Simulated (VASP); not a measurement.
## BN: single point with PBE

BN:

```xyz
8
Lattice="3.6247 0.0000 0.0000 0.0000 -3.6246 0.0000 0.0000 0.0000 -3.6247" Properties=species:S:1:pos:R:3 pbc="T T T"
B     0.0000   -1.8123   -1.8123
B     1.8123    0.0000   -1.8123
B     1.8123   -1.8123    0.0000
B     0.0000    0.0000    0.0000
N     2.7185   -2.7185   -2.7185
N     0.9062   -0.9062   -2.7185
N     0.9062   -2.7185   -0.9062
N     2.7185   -0.9062   -0.9062
```

This cell differs from its parent crystal: cell sheared at random, sigma 0.01, atoms nudged by 0.01 Å, then relaxed in part.

```yaml
Program: VASP 6.6.1
Task: single point
Functional: PBE
Potentials_or_basis: VASP PAW PBE potentials, release 64 (B, N)
Cutoff: 520 eV
k_mesh: 6 × 6 × 6
Occupations: gaussian, width 0.05 eV
Spin: no spin polarisation
Dipole_correction: no
Further_INCAR_settings: ALGO = Normal; EDIFF = 1e-07; NBANDS = 26
```

| Item | Value |
| --- | --- |
| Pressure | 0.2 GPa |
| Band gap on the k mesh | 4.45 eV |

Levels at points of the mesh, in eV from the valence-band top:
| k point | band 14 | band 15 | band 16 | band 17 | band 18 | band 19 |
| --- | --- | --- | --- | --- | --- | --- |
| (0.00, 0.00, 0.00) | 0.00 | 0.00 | 0.00 | 4.45 | 4.45 | 4.45 |
| (0.50, 0.00, 0.00) | -2.99 | -2.99 | -2.99 | 6.76 | 6.76 | 9.56 |
| (0.50, 0.50, 0.00) | -2.08 | -2.08 | -2.08 | 9.68 | 9.68 | 9.68 |
| (0.50, 0.50, 0.50) | -1.93 | -1.93 | -1.93 | 10.04 | 10.04 | 10.04 |

Wall time 14 s on 1 thread of Intel(R) Xeon(R) Platinum 8488C (Sapphire Rapids), with other jobs on the host, peak memory 0.15 GiB.

Caveat: the cell differs from its parent crystal (cell sheared at random, sigma 0.01, atoms nudged by 0.01 Å, then relaxed in part). A k mesh can miss the band edges.
